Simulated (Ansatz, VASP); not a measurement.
# Rh: VASP beside Ansatz

```
Rh
1.0
     2.67543    0.00000    0.00000
    -1.33772    2.31699    0.00000
     0.00000    0.00000    8.72714
Rh
4
Direct
  0.00000 0.00000 0.00000
  0.33333 0.66667 0.25000
  0.00000 0.00000 0.50000
  0.66667 0.33333 0.75000
```

Alike in both runs: task single point; functional PBEsol; k mesh 24 × 24 × 6; occupations gaussian, width 0.1 eV; no spin polarisation.

|  | VASP | Ansatz |
| --- | --- | --- |
| version | VASP 6.6.1 | Ansatz 0.2.0 |
| potentials or method | VASP PAW PBE potentials, release 64 (Rh_pv), cutoff 520 eV | scalar-relativistic, plane waves, PAW |
| valence electrons in the cell | 60 | 68 |

Ansatz gave:

- gap on the k mesh at the Fermi level (eV): none
- pressure (GPa): 0.0

Task: Estimate VASP's values.

Result: gap on the k mesh at the Fermi level (eV): none; pressure (GPa): -0.1.

VASP's potentials were made for PBE, not for PBEsol. A gap of «none» marks a metal or a gap that the smearing closes. VASP's potentials hold 60 valence electrons a cell and Ansatz's 68, so a difference there can come from the potentials and not from the codes.
